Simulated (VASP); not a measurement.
# Be (Im-3m) in VASP: further runs

Be is run at these levels: PBE; tasks: single point.

All numbers are computed with VASP 6.6.1; they aren't measurements. Logs are shortened: lines on timing, memory, paths and dates and some standing lists are left out, and cuts for length are marked.

## 1. The cell of the first run

Symmetry: Im-3m, No. 229, cubic system. Conventional cell: a = 2.396 Å, b = 2.396 Å, c = 2.396 Å, α = 90.00°, β = 90.00°, γ = 90.00°. Within 2.7 Å of Be (site symmetry m-3m) lie 14 Be at 2.08 to 2.40 Å.

## 2. Single point, PBE (volume scaled by 0.88)

The input, INCAR:

```
ALGO = Normal ; EDIFF = 1E-6
ENCUT = 520 ; GGA = PE
ISIF = 2 ; ISMEAR = 0
LASPH = T ; LCHARG = F
LREAL = F ; LWAVE = F
NBANDS = 7 ; NELM = 100
PREC = Accurate ; SIGMA = 0.1
```

The input, KPOINTS:

```
k-points
0
Gamma
  24 24 24
```

The input, POSCAR:

```
Be
1.0
   -1.1980619619      1.1980619619      1.1980619619
    1.1980619619     -1.1980619619      1.1980619619
    1.1980619619      1.1980619619     -1.1980619619
Be
1
Direct
    0.0000000000      0.0000000000      0.0000000000
```

Potentials or basis: VASP PAW PBE potentials, release 64 (Be).

Launch:

```sh
$ cat potpaw_PBE.64/Be/POTCAR > POTCAR
$ mpirun -np 1 vasp_std > vasp.out
```

OUTCAR:

```text
EDIFF = 1E-6
   ENCUT = 520
   GGA = PE
   ISIF = 2
   ISMEAR = 0
   LASPH = T
   LREAL = F
   NELM = 100
   PREC = Accurate

 ion  position               nearest neighbor table
   1  0.000  0.000  0.000-

  LATTYP: Found a body centered cubic cell.
 ALAT       =     2.3961239238

  Lattice vectors:

 A1 = (  -1.1980619619,   1.1980619619,   1.1980619619)
 A2 = (   1.1980619619,  -1.1980619619,   1.1980619619)
 A3 = (   1.1980619619,   1.1980619619,  -1.1980619619)

Analysis of symmetry for initial positions (statically):
=====================================================================
 Subroutine PRICEL returns:
 Original cell was already a primitive cell.

 Routine SETGRP: Setting up the symmetry group for a
 body centered cubic supercell.

 Subroutine GETGRP returns: Found 48 space group operations
 (whereof 48 operations were pure point group operations)
 out of a pool of 48 trial point group operations.

The static configuration has the point symmetry O_h .

Analysis of symmetry for dynamics (positions and initial velocities):
=====================================================================
 Subroutine PRICEL returns:
 Original cell was already a primitive cell.

 Routine SETGRP: Setting up the symmetry group for a
 body centered cubic supercell.

 Subroutine GETGRP returns: Found 48 space group operations
 (whereof 48 operations were pure point group operations)
 out of a pool of 48 trial point group operations.

The dynamic configuration has the point symmetry O_h .

 Subroutine INISYM returns: Found 48 space group operations
 (whereof 48 operations are pure point group operations),
 and found     1 'primitive' translations

----------------------------------------------------------------------------------------

                                     Primitive cell

  volume of cell :       6.8786

  direct lattice vectors                    reciprocal lattice vectors
    -1.198061962  1.198061962  1.198061962     0.000000000  0.417340685  0.417340685
     1.198061962 -1.198061962  1.198061962     0.417340685  0.000000000  0.417340685
     1.198061962  1.198061962 -1.198061962     0.417340685  0.417340685  0.000000000

  length of vectors
     2.075104189  2.075104189  2.075104189     0.590208857  0.590208857  0.590208857

  position of ions in fractional coordinates (direct lattice)
     0.000000000  0.000000000  0.000000000

  ion indices of the primitive-cell ions
   primitive index   ion index
                 1           1

----------------------------------------------------------------------------------------

 KPOINTS: k-points

Automatic generation of k-mesh.
 Grid dimensions read from file:
 generate k-points for:   24   24   24

 Generating k-lattice:

  Cartesian coordinates                     Fractional coordinates (reciprocal lattice)
     0.000000000  0.017389195  0.017389195     0.041666667  0.000000000  0.000000000
     0.017389195  0.000000000  0.017389195     0.000000000  0.041666667  0.000000000
     0.017389195  0.017389195  0.000000000     0.000000000  0.000000000  0.041666667

  Length of vectors
     0.024592036  0.024592036  0.024592036

  Shift w.r.t. Gamma in fractional coordinates (k-lattice)
     0.000000000  0.000000000  0.000000000

 Subroutine IBZKPT returns following result:
 ===========================================

 Found    413 irreducible k-points:

 Following reciprocal coordinates:
            Coordinates               Weight
  0.000000  0.000000  0.000000      1.000000
  0.041667  0.000000  0.000000     12.000000
  0.083333  0.000000  0.000000     12.000000
  0.125000  0.000000  0.000000     12.000000
  0.166667  0.000000  0.000000     12.000000
  0.208333  0.000000  0.000000     12.000000
[... 16 lines left out ...]
  0.416667  0.041667  0.000000     48.000000
  0.458333  0.041667 -0.000000     48.000000
 [... further k-points ...]
   k-points           NKPTS =    413   k-points in BZ     NKDIM =    413   number of bands    NBANDS=      7
   number of dos      NEDOS =    301   number of ions     NIONS =      1
   total plane-waves  NPLWV =   4096
   dimension x,y,z NGX =    16 NGY =   16 NGZ =   16
   dimension x,y,z NGXF=    32 NGYF=   32 NGZF=   32
   ions per type =               1
   NGX,Y,Z   is equivalent  to a cutoff of  12.82, 12.82, 12.82 a.u.
   NGXF,Y,Z  is equivalent  to a cutoff of  25.64, 25.64, 25.64 a.u.
 SYSTEM =  unknown system
   PREC   = accura    normal or accurate (medium, high low for compatibility)
   ISTART =      0    job   : 0-new  1-cont  2-samecut
   ICHARG =      2    charge: 1-file 2-atom 10-const
   ISPIN  =      1    spin polarized calculation?
   LNONCOLLINEAR =      F non collinear calculations
   LSORBIT =      F    spin-orbit coupling
   LASPH  =      T    aspherical Exc in radial PAW
   ENCUT  =  520.0 eV  38.22 Ry    6.18 a.u.   3.86  3.86  3.86*2*pi/ulx,y,z
   NELM   =    100;   NELMIN=  2; NELMDL= -5     # of ELM steps
   EDIFF  = 0.1E-05   stopping-criterion for ELM
   LREAL  =      F    real-space projection
   EDIFFG = 0.1E-04   stopping-criterion for IOM
   NSW    =      0    number of steps for IOM
   IBRION =     -1    ionic relax: 0-MD 1-quasi-New 2-CG
   NFREE  =      0    steps in history (QN), initial steepest desc. (CG)
   ISIF   =      2    stress and relaxation
   ISYM   =      2    0-nonsym 1-usesym 2-fastsym
   POTIM  = 0.5000    time-step for ionic-motion
   TEBEG  =    0.0;   TEEND  =   0.0 temperature during run
   PSTRESS=    0.0 pullay stress
   NELECT =       2.0000    total number of electrons
   NUPDOWN=      -1.0000    fix difference up-down
   EMIN   =  10.00;   EMAX   =-10.00  energy-range for DOS
   EFERMI =   0.00;   METHOD = LEGACY
   ISMEAR =     0;   SIGMA  =   0.10  broadening in eV -4-tet -1-fermi 0-gaus
   EFERMI_NEDOS =   21; number of points for ismear=-14 and -15
   IALGO  =     38    algorithm
   IMIX   =      4    mixing-type and parameters
     AMIX     =   0.40;   BMIX     =  1.00
     AMIX_MAG =   1.60;   BMIX_MAG =  1.00
  volume/ion in A,a.u.               =       6.88        46.42
  Fermi-wavevector in a.u.,A,eV,Ry     =   1.084557  2.049515 16.004030  1.176263
  Thomas-Fermi vector in A             =   2.220649
   LORBIT       =      0    0 simple, 1 ext, 2 COOP (PROOUT), +10 PAW based schemes
   GGA     = PE    functional components
   LHFCALC =     F    Hartree Fock is set to
   AEXX    =    0.0000 exact exchange contribution
   IVDW    =     0    specifies the selected vdW correction
   LEPSILON=     F    determine dielectric tensor
   LRPA    =     F    only Hartree local field effects (RPA)
 non-spin polarized calculation
 Gauss-broadening in eV      SIGMA  =   0.10
  energy-cutoff  :      520.00
  volume of cell :        6.88
 maximum number of plane-waves:       197
   NGX =  7   NGY =  7   NGZ =  7

 number of electron       2.0000000 magnetization

 Free energy of the ion-electron system (eV)
  ---------------------------------------------------
  ext. energy  EPLUGINS =         0.00000000
  ---------------------------------------------------
  free energy    TOTEN  =        -3.61291925 eV

  energy without entropy =       -3.61201930  energy(sigma->0) =       -3.61246928

 E-fermi :   9.2504     XC(G=0): -11.0788

 val. band max:        9.2462943018   @ k =   0.3750   0.2500   0.0000
 cond. band min:       9.2664425855   @ k =  -0.3750  -0.4167   0.1250
 fundamental gap:      0.0201482837
 Fermi energy:         9.2504435386

 k-point     1 :       0.0000    0.0000    0.0000
  band No.  band energies     occupation
      1      -3.9033      2.00000
      2      30.7418      0.00000
      3      30.7418      0.00000
      4      30.7418      0.00000
      5      42.6294      0.00000
      6      42.6294      0.00000
      7      42.6294      0.00000

 k-point     2 :       0.0417    0.0000    0.0000
  band No.  band energies     occupation
      1      -3.8396      2.00000
      2      30.4035      0.00000
      3      30.4497      0.00000
      4      30.6571      0.00000
      5      41.6532      0.00000
      6      41.6988      0.00000
      7      43.0972      0.00000

 k-point     3 :       0.0833    0.0000    0.0000
  band No.  band energies     occupation
      1      -3.6482      2.00000
      2      29.3591      0.00000
      3      29.6908      0.00000
      4      30.4074      0.00000
      5      39.7061      0.00000
      6      40.0837      0.00000
      7      43.4639      0.00000

 k-point     4 :       0.1250    0.0000    0.0000
  band No.  band energies     occupation
      1      -3.3291      2.00000
      2      27.6263      0.00000
      3      28.6869      0.00000
      4      30.0083      0.00000
      5      38.2777      0.00000
      6      38.4709      0.00000
      7      42.9172      0.00000

 k-point     5 :       0.1667    0.0000    0.0000
  band No.  band energies     occupation
      1      -2.8820      2.00000
      2      25.3987      0.00000
      3      27.6110      0.00000
      4      29.4926      0.00000
      5      36.9842      0.00000
      6      37.4719      0.00000
      7      42.7489      0.00000
[... 161 lines left out ...]
 k-point    22 :       0.3750    0.0417    0.0000
  band No.  band energies     occupation
      1       1.7099      2.00000
      2      12.6719      0.00000
      3      23.0792      0.00000
      4      26.0353      0.00000
      5      32.6493      0.00000
      6      37.9135      0.00000
      7      46.8411      0.00000

 k-point    23 :       0.4167    0.0417    0.0000
  band No.  band energies     occupation
      1       2.6779      2.00000
      2      11.0710      0.00000
      3      22.7623      0.00000
      4      25.7661      0.00000
      5      32.3143      0.00000
      6      38.1927      0.00000
      7      47.9555      0.00000

 k-point    24 :       0.4583    0.0417   -0.0000
  band No.  band energies     occupation
      1       3.3403      2.00000
      2      10.0903      0.00000
      3      22.6031      0.00000
      4      25.6296      0.00000
      5      32.1462      0.00000
      6      38.3550      0.00000
      7      48.7589      0.00000

 [... further k-points ...]
[... 5 lines left out ...]
  --------------------------------------------------------------------------------------
  -------------------------------------------------------------------------------------
  Total        0.8524235      0.8524235      0.8524235      0.0000000     -0.0000000      0.0000000
  in kB      198.5492045    198.5492045    198.5492045      0.0000000     -0.0000000      0.0000000
  external PRESSURE =     198.5492045 kB  Pullay stress =       0.0000000 kB

 VOLUME and BASIS-vectors are now :
 -----------------------------------------------------------------------------
  energy-cutoff  :      520.00
  volume of cell :        6.88
      direct lattice vectors                 reciprocal lattice vectors
    -1.198061962  1.198061962  1.198061962     0.000000000  0.417340685  0.417340685
     1.198061962 -1.198061962  1.198061962     0.417340685  0.000000000  0.417340685
     1.198061962  1.198061962 -1.198061962     0.417340685  0.417340685  0.000000000

 POSITION                                       TOTAL-FORCE (eV/Angst)
 -----------------------------------------------------------------------------------
      0.00000      0.00000      0.00000         0.000000     -0.000000      0.000000
 -----------------------------------------------------------------------------------
    total drift:                               -0.000000      0.000000      0.000000

  FREE ENERGIE OF THE ION-ELECTRON SYSTEM (eV)
  ---------------------------------------------------
  free  energy   TOTEN  =        -3.6129192548 eV

  energy  without entropy=       -3.6120193050  energy(sigma->0) =       -3.61246928
```

Run time: 4.4 s. Hardware: 1 thread of Intel Xeon 6975P-C (Granite Rapids), shared host; peak memory 0.11 GiB.

What came out:

```yaml
Free_energy: -3.6129 eV
Pressure: 19.9 GPa
Band_gap_on_the_k_mesh: zero (band 1 reaches 13.56 eV, above the bottom of band 2 at 7.61 eV)
```

## 3. Single point, PBE (volume scaled by 0.91)

The input, INCAR:

```
ALGO = Normal
EDIFF = 1E-6
ENCUT = 520
GGA = PE
ISIF = 2
ISMEAR = 0
LASPH = True
LCHARG = True
LELF = True
LREAL = False
LVHAR = True
LWAVE = False
NBANDS = 7
NELM = 80
PREC = Accurate
SIGMA = 0.1
```

KPOINTS is that of step 2.

The input, POSCAR:

```
Be
1.0
   -1.2115244591      1.2115244591      1.2115244591
    1.2115244591     -1.2115244591      1.2115244591
    1.2115244591      1.2115244591     -1.2115244591
Be
1
Direct
    0.0000000000      0.0000000000      0.0000000000
```

Potentials or basis: VASP PAW PBE potentials, release 64 (Be).

Launch:

```sh
$ cat potpaw_PBE.64/Be/POTCAR > POTCAR
$ mpirun -np 1 vasp_std > vasp.out
```

It took 5.1 s on 1 thread of Intel Xeon 6975P-C (Granite Rapids), shared host; peak memory 0.11 GiB.

Results (log left out):

| Quantity | Value |
| --- | --- |
| Free energy | -3.6375 eV |
| Pressure | 13.9 GPa |
| Band gap on the k mesh | zero (band 1 reaches 13.13 eV, above the bottom of band 2 at 7.34 eV) |

Levels at points of the mesh, in eV from the Fermi level:
```
           k point  band 1  band 2  band 3  band 4
(0.00, 0.00, 0.00)  -12.95   20.91   20.91   20.91
(0.50, 0.00, 0.00)   -5.74    0.59   13.17   16.56
(0.50, 0.50, 0.50)    4.19    4.19    4.19   10.20
```

## 4. Single point, PBE (volume scaled by 0.97)

The input, INCAR:

```
  PREC = Accurate
  ENCUT = 520
  EDIFF = 1E-6
  ISMEAR = 0
  SIGMA = 0.1
  LREAL = F
  LASPH = T
  NELM = 60
  ALGO = Normal
  ISIF = 2
  LWAVE = F
  LCHARG = F
  GGA = PE
  NBANDS = 7
```

The input, KPOINTS:

```
regular mesh
0
Gamma
  24 24 24
```

The input, POSCAR:

```
Be
1.0
   -1.2375867007      1.2375867007      1.2375867007
    1.2375867007     -1.2375867007      1.2375867007
    1.2375867007      1.2375867007     -1.2375867007
Be
1
Direct
    0.0000000000      0.0000000000      0.0000000000
```

Launch:

```sh
$ cat potpaw_PBE.64/Be/POTCAR > POTCAR
$ mpirun -np 1 vasp_std > vasp.out
```

Run time: 4.1 s. Hardware: 1 thread of Intel Xeon 6975P-C (Granite Rapids), shared host; peak memory 0.12 GiB.

The run converged. Its results:

* Free energy: -3.6633 eV
* Pressure: 4.2 GPa
* Band gap on the k mesh: zero (band 1 reaches 12.33 eV, above the bottom of band 2 at 6.85 eV)

Levels at points of the mesh, in eV from the Fermi level:
| k point | band 1 | band 2 | band 3 | band 4 | band 5 | band 6 |
| --- | --- | --- | --- | --- | --- | --- |
| (0.00, 0.00, 0.00) | -12.57 | 19.83 | 19.83 | 19.83 | 31.34 | 31.34 |
| (0.50, 0.00, 0.00) | -5.47 | 0.38 | 12.51 | 15.77 | 20.74 | 26.88 |
| (0.50, 0.50, 0.50) | 3.97 | 3.97 | 3.97 | 9.88 | 9.88 | 19.05 |

## 5. Overview

| cell | gap on the mesh (eV) | pressure (GPa) |
| --- | --- | --- |
| a = 2.075 Å, angles 109.5°, 1 atom | none | 19.9 |
| a = 2.098 Å, angles 109.5°, 1 atom | none | 13.9 |
| a = 2.144 Å, angles 109.5°, 1 atom | none | 4.2 |

Alike in all rows: task single point; level PBE; potentials or basis VASP PAW PBE potentials, release 64 (Be); no spin polarisation; k mesh 24 × 24 × 24; cutoff (eV) 520; smearing gaussian 0.1 eV.

Absolute energies hang on the potentials; compare differences alone.
